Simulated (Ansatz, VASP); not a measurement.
**Mg2Cd3S5 in VASP and in Ansatz**

```
CELL_PARAMETERS angstrom
-1.90861 2.70128 9.55904
1.90861 -2.70128 9.55904
1.90861 2.70128 -9.55904
ATOMIC_POSITIONS crystal
Mg 0.09781 0.09781 0.00000
Mg 0.90219 0.90219 0.00000
Cd 0.70162 0.70162 0.00000
Cd 0.50000 0.50000 0.00000
Cd 0.29838 0.29838 0.00000
S 0.19421 0.69421 0.50000
S 0.60052 0.10052 0.50000
S 0.00000 0.50000 0.50000
S 0.39948 0.89948 0.50000
S 0.80579 0.30579 0.50000
```

Alike in both runs: functional PBE; k mesh 6 × 6 × 6; occupations gaussian, width 0.1 eV; no spin polarisation.

Ansatz relaxed the structure, and its values are those at the end. VASP's run is a single point on that final structure, the one shown.

|  | VASP | Ansatz |
| --- | --- | --- |
| version | VASP 6.6.1 | Ansatz 0.2.0 |
| potentials or method | VASP PAW PBE potentials, release 64 (Mg, Cd, S), cutoff 520 eV | scalar-relativistic, plane waves, PAW |
| valence electrons in the cell | 70 | 110 |

VASP gave:

| Item | Value |
| --- | --- |
| gap on the k mesh at the Fermi level (eV) | 0.59 |
| least direct gap on the mesh (eV) | 1.14 |
| pressure (GPa) | 0.1 |
| rms of the force components (eV/Å) | 0.012 |

Task: Estimate Ansatz's values.

Result: gap on the k mesh at the Fermi level (eV): 0.60; least direct gap on the mesh (eV): 1.15; pressure (GPa): 0.0; rms of the force components (eV/Å): 0.004.

With one functional, cell and mesh, what is left measures potentials, basis and numerics. VASP's potentials hold 70 valence electrons a cell and Ansatz's 110, so a difference there can come from the potentials and not from the codes.
